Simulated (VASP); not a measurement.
Set up this calculation in VASP 6.6.1, as the native input.

- Task: single point
- Functional: PBE
- Potentials or basis: VASP PAW PBE potentials, release 64 (I)
- Cutoff: 520 eV
- k mesh: 8 × 8 × 8
- Occupations: fermi-dirac, width 0.1 eV
- Spin: no spin polarisation
- Dipole correction: no
- Further INCAR settings: ALGO = Normal; EDIFF = 1e-06; NBANDS = 10

The structure of I lies in POSCAR:

```
I
1.0
   -2.0963415792      2.0963415792      2.0963415792
    2.0963415792     -2.0963415792      2.0963415792
    2.0963415792      2.0963415792     -2.0963415792
I
1
Direct
    0.0000000000      0.0000000000      0.0000000000
```

The input as run:

INCAR

```
ALGO     = Normal         # electronic algorithm
EDIFF    = 1E-6           # SCF threshold, eV
ENCUT    = 520            # plane-wave cutoff, eV
GGA      = PE             # functional
ISIF     = 2              # what is computed and relaxed
ISMEAR   = -1             # smearing method
LASPH    = True           # aspherical terms in the spheres
LCHARG   = True           # write CHGCAR
LELF     = True           # ELF
LREAL    = False          # projectors in reciprocal space
LVHAR    = True         
LWAVE    = False          # write WAVECAR
NBANDS   = 10             # bands
NELM     = 60             # most SCF steps
PREC     = Accurate       # precision mode
SIGMA    = 0.1            # smearing width, eV
```

KPOINTS

```
k-points
0
Gamma
  8 8 8
```

Potentials or basis: VASP PAW PBE potentials, release 64 (I).

Run with:

```bash
$ cat potpaw_PBE.64/I/POTCAR > POTCAR
$ mpirun -np 1 vasp_std > vasp.out
```

It gave:

* Pressure: -0.3 GPa

Caveat: an odd number of electrons without spin polarisation forces a metal; a magnetic or distorted state may lie lower.

Wall time 4.8 s on 1 thread of Intel(R) Xeon(R) 6975P-C (Granite Rapids), with other jobs on the host, peak memory 0.15 GiB.
